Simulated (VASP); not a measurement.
Wanted: the native input for a VASP 6.6.1 run.

* Task: single point
* Functional: PBEsol
* Potentials or basis: VASP PAW PBE potentials, release 64 (Al, Ga_d, N)
* Cutoff: 520 eV
* k mesh: 6 × 6 × 6
* Occupations: gaussian, width 0.02 eV
* Spin: no spin polarisation
* Dipole correction: no
* Further INCAR settings: LREAL = Auto; ALGO = Normal; EDIFF = 1e-06; NBANDS = 76

The structure of AlGa3N4 lies in POSCAR:

```
AlGa3N4
1.0
    0.0000000000      0.0000000000     -5.1415351953
    3.1644403721      5.4809715020      0.0000000000
    3.1627084113     -5.4799715540      0.0000000000
Al Ga N
2 6 8
Direct
    0.0016258852      0.1674182750      0.3348365500
    0.5016258852      0.3325817250      0.6651634500
    0.0010222412      0.1679938397      0.8326779211
    0.0012731173      0.6662943786      0.3325887572
    0.0010222412      0.6646840814      0.8326779211
    0.5010222412      0.3320061603      0.1673220789
    0.5012731173      0.8337056214      0.6674112428
    0.5010222412      0.8353159186      0.1673220789
    0.6312645482      0.1702394130      0.3404788260
    0.6205755099      0.1705984505      0.8303454357
    0.6226409467      0.6664392187      0.3328784374
    0.6205755099      0.6597469852      0.8303454357
    0.1312645482      0.3297605870      0.6595211740
    0.1205755099      0.3294015495      0.1696545643
    0.1226409467      0.8335607813      0.6671215626
    0.1205755099      0.8402530148      0.1696545643
```

These files were run (other wordings do the same):

INCAR

```
SYSTEM = AlGa3N4
ALGO = Normal
EDIFF = 1E-6
ENCUT = 520
GGA = PS
ISIF = 2
ISMEAR = 0
LASPH = .True.
LCHARG = .True.
LELF = .True.
LREAL = Auto
LVHAR = .True.
LWAVE = .False.
NBANDS = 76
NELM = 100
PREC = Accurate
SIGMA = 0.02
```

KPOINTS

```
k-points
0
Gamma
  6 6 6
  0 0 0
```

Potentials or basis: VASP PAW PBE potentials, release 64 (Al, Ga_d, N).

The run is started by

```bash
$ cat potpaw_PBE.64/Al/POTCAR potpaw_PBE.64/Ga_d/POTCAR potpaw_PBE.64/N/POTCAR > POTCAR
$ mpirun -np 1 vasp_std > vasp.out
```

It gave:

```json
{"Pressure": "-0.1 GPa", "Largest force": "0.011 eV/Å", "Band gap on the k mesh": "2.41 eV"}
```

Caveat: the PAW data sets were made with another functional, which shifts forces and pressure a little.

Wall time 29 min on 1 thread of Intel(R) Xeon(R) Platinum 8488C (Sapphire Rapids) (shared host), peak memory 0.56 GiB.
